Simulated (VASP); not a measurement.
Ir:

```
Ir
1.0
     0.06447    1.83736    1.75605
     1.94181    0.07743    1.74308
     2.17282    2.05540   -0.15358
Ir
1
Direct
  0.00000 0.00000 0.00000
```

| Property | Result |
| --- | --- |
| Program | VASP 6.6.1 |
| Task | relaxation of cell and atoms |
| Functional | r2SCAN |
| Dispersion | rVV10 |
| Potentials or basis | VASP PAW PBE potentials, release 64 (Ir) |
| Cutoff | 600 eV |
| k mesh | 12 × 13 × 11 |
| Occupations | fermi-dirac, width 0.05 eV |
| Spin | no spin polarisation |

At the start: pressure 22.5 GPa; volume 13.99 Å³/atom.

Task: Where does the relaxation end?

Result: Over 15 steps the energy falls by 445.4 meV/atom and the volume is 14.23 Å³/atom (+1.7 %); space group P-1 (No. 2, to 0.1 Å) before, Fm-3m (No. 225, to 0.1 Å).

The path:
| step | energy change (eV) | largest force (eV/Å) | pressure (GPa) | volume (Å³) |
| --- | --- | --- | --- | --- |
| 1 | 0.0000 | 0.0000 | 22.54 | 13.99 |
| 2 | 0.4246 | 0.0000 | -42.20 | 17.84 |
| 3 | -0.2667 | 0.0000 | -21.89 | 15.37 |
| 4 | -0.2702 | 0.0000 | -18.73 | 15.22 |
| 5 | 0.0831 | 0.0000 | 49.39 | 13.17 |
| 6 | -0.4094 | 0.0000 | -6.56 | 14.52 |
| 7 | -0.4121 | 0.0000 | -4.65 | 14.44 |
| 8 | -0.4124 | 0.0000 | -3.91 | 14.41 |
| 9 | -0.4165 | 0.0000 | 13.90 | 13.78 |
| 10 | -0.4417 | 0.0000 | 4.20 | 14.08 |
| 11 | -0.4366 | 0.0000 | -7.30 | 14.52 |
| 12 | -0.4451 | 0.0000 | -0.49 | 14.25 |
| 13 | -0.4454 | 0.0000 | 0.19 | 14.22 |
| 14 | -0.4454 | 0.0000 | 0.03 | 14.23 |
| 15 | -0.4454 | 0.0000 | 0.02 | 14.23 |

Final structure:
```cif
data_structure
_symmetry_space_group_name_H-M 'P 1'
_symmetry_Int_Tables_number 1
_cell_length_a 2.7194
_cell_length_b 2.7171
_cell_length_c 2.7255
_cell_angle_alpha 59.957
_cell_angle_beta 60.003
_cell_angle_gamma 59.951
_cell_volume 14.23
loop_
_atom_site_label
_atom_site_type_symbol
_atom_site_fract_x
_atom_site_fract_y
_atom_site_fract_z
_atom_site_occupancy
Ir1 Ir 0.00000 0.00000 0.00000 1
```

Caveat: the PAW data sets were made with another functional, which shifts forces and pressure a little.
